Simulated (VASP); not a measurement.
Ti3Al:

```xyz
4
Lattice="2.9850 0.0000 0.0000 -1.4925 2.5851 0.0000 0.0000 0.0000 9.4073" Properties=species:S:1:pos:R:3 pbc="T T T"
Ti    0.0000    1.7234    2.3462
Ti    0.0000    1.7234    7.0611
Ti    1.4925    0.8617    0.0000
Al    1.4925    0.8617    4.7037
```

This cell differs from its parent crystal: volume scaled by 1.06.

Base run:

* Program: VASP 6.6.1
* Functional: PBEsol
* Potentials or basis: VASP PAW PBE potentials, release 64 (Ti_sv, Al)
* Cutoff: 520 eV
* k mesh: 10 × 10 × 3
* Occupations: fermi-dirac, width 0.05 eV
* Spin: no spin polarisation

Its results: pressure -8.9 GPa; largest force 0.121 eV/Å.

The run is repeated on the same cell with these changes: functional from PBEsol to r2SCAN. What comes out?

Pressure -6.5 GPa; largest force 0.021 eV/Å.

Caveats: the PAW data sets were made with another functional, which shifts forces and pressure a little.
